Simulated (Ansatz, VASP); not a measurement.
**Two plane-wave programs on MgO**

File POSCAR:

```
MgO
1.0
    3.2553350558      0.0000000000      0.0000000000
   -1.6276675279      2.8192028561      0.0000000000
    0.0000000000      0.0000000000      4.9840226120
Mg O
2 2
Direct
    0.3333333333      0.6666666667     -0.0101892103
    0.6666666667      0.3333333333      0.4898107897
    0.3333333333      0.6666666667      0.3851892103
    0.6666666667      0.3333333333      0.8851892103
```

The input INCAR.step1:

```
ALGO     = Normal         # electronic algorithm
EDIFF    = 1E-5           # SCF threshold, eV
ENCUT    = 750            # plane-wave cutoff, eV
GGA      = PE             # functional
GGA_COMPAT= F            
ISMEAR   = 0              # smearing method
LASPH    = T              # aspherical terms in the spheres
LCHARG   = F              # write CHGCAR
LREAL    = F              # projectors in reciprocal space
LWAVE    = T              # write WAVECAR
NBANDS   = 24             # bands
NELM     = 120            # most SCF steps
PREC     = Accurate       # precision mode
SIGMA    = 0.01           # smearing width, eV
```

Contents of INCAR.step2:

```
ALGO     = Normal         # electronic algorithm
EDIFF    = 1E-6           # SCF threshold, eV
ENCUT    = 750            # plane-wave cutoff, eV
GGA_COMPAT= F            
ISIF     = 2              # what is computed and relaxed
ISMEAR   = 0              # smearing method
ISTART   = 1            
LASPH    = T              # aspherical terms in the spheres
LCHARG   = F              # write CHGCAR
LMIXTAU  = T            
LREAL    = F              # projectors in reciprocal space
LWAVE    = F              # write WAVECAR
METAGGA  = R2SCAN         # meta-GGA
NBANDS   = 24             # bands
NELM     = 120            # most SCF steps
PREC     = Accurate       # precision mode
SIGMA    = 0.01           # smearing width, eV
```

The input KPOINTS:

```
k-points
0
Gamma
  12 12 6
```

Input for Ansatz:

```yaml
crystal:
  lattice:
    - [3.2553350558, 0.0, 0.0]
    - [-1.6276675279, 2.8192028561, 0.0]
    - [0.0, 0.0, 4.984022612]
  atoms:
    - { symbol: Mg, position: [0.3333333333, 0.6666666667, -0.0101892103] }
    - { symbol: Mg, position: [0.6666666667, 0.3333333333, 0.4898107897] }
    - { symbol: O, position: [0.3333333333, 0.6666666667, 0.3851892103] }
    - { symbol: O, position: [0.6666666667, 0.3333333333, 0.8851892103] }
kpoints:
  mp_grid: { grid: [12, 12, 6] }
  band_path:
    path:
      - [0.0, 0.0, 0.0]
      - [0.5, 0.0, 0.0]
      - [0.3333333333, 0.3333333333, 0.0]
      - [0.0, 0.0, 0.5]
      - [0.5, 0.0, 0.5]
      - [0.3333333333, 0.3333333333, 0.5]
    npoints: 1
hamiltonian:
  xc: r2scan
scf:
  occupations: { method: fixed }
  n_extra_bands: 5
output:
  forces: true
  stress: true
  eigenvalues: true
```

Change from the starting cell: hydrostatic strain -1.0%.

Alike in both runs: task single point; functional r2SCAN; k mesh 12 × 12 × 6; no spin polarisation.

|  | VASP | Ansatz |
| --- | --- | --- |
| version | VASP 6.6.1 | Ansatz 0.2.0 |
| potentials or method | VASP PAW PBE potentials, release 64 (Mg_sv, O) | plane waves, PAW |
| plane-wave cutoff (eV) | 750 | 500 |
| occupations | gaussian, width 0.01 eV | fixed |
| valence electrons in the cell | 32 | 32 |

```csv
,VASP,Ansatz,Ansatz less VASP
gap on the k mesh at the Fermi level (eV),4.40,4.39,-0.004
pressure (GPa),4.0,4.1,+0.02
"traceless stress, the component that is largest in VASP (GPa)",-0.64,-0.64,+0.001
rms of the force components (eV/Å),0.024,0.000,-0.0238
```

VASP's potentials were made for PBE, not for r2SCAN. Atom by atom the forces differ by 0.024 eV/Å (rms over components).
